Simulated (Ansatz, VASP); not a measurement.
LiF: VASP beside Ansatz

```
Li F
1.0
     2.73934    0.00000    0.00000
     0.00000    2.73934    0.00000
     0.00000    0.00000    2.73934
Li F
1 1
Cartesian
  0.0000 0.0000 0.0000
  1.3697 1.3697 1.3697
```

Alike in both runs: task single point; functional PBE; k mesh 6 × 6 × 6; occupations gaussian, width 0.1 eV; no spin polarisation.

|  | VASP | Ansatz |
| --- | --- | --- |
| version | VASP 6.6.1 | Ansatz 0.2.0 |
| potentials or method | VASP PAW PBE potentials, release 64 (Li_sv, F), cutoff 750 eV | scalar-relativistic, plane waves, PAW |
| valence electrons in the cell | 10 | 10 |

```tsv
	VASP	Ansatz	Ansatz less VASP
gap on the k mesh at the Fermi level (eV)	6.06	6.06	+0.003
least direct gap on the mesh (eV)	6.55	6.55	+0.002
pressure (GPa)	-9.3	-9.0	+0.38
```
